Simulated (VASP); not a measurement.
Slab: Te2Mo, a slab with vacuum.

```
Te Mo
1.0
     3.56023    0.00000    0.00000
    -1.78012    3.08325    0.00000
     0.00000    0.00000   17.52406
Te Mo
2 1
Direct
  0.33333 0.66667 0.89786
  0.33333 0.66667 0.10214
  0.00000 0.00000 0.00000
```

Base run:

```yaml
Program: VASP 6.6.1
Functional: LDA
Potentials_or_basis: VASP PAW LDA potentials, release 64 (Te, Mo_sv)
Cutoff: 520 eV
k_mesh: 6 × 6 × 1
Occupations: fermi-dirac, width 0.1 eV
Spin: no spin polarisation
```

Its results: band gap on the k mesh 1.04 eV, direct; largest force 0.365 eV/Å.

Question: The run is repeated on the same cell with these changes: k mesh from 6 × 6 × 1 to 5 × 5 × 1. What comes out?

Answer: Band gap on the k mesh 1.44 eV, direct; largest force 0.374 eV/Å.

Caveats: spin-orbit coupling is left out, which moves the levels of the heavy elements.

A k mesh can miss the band edges.
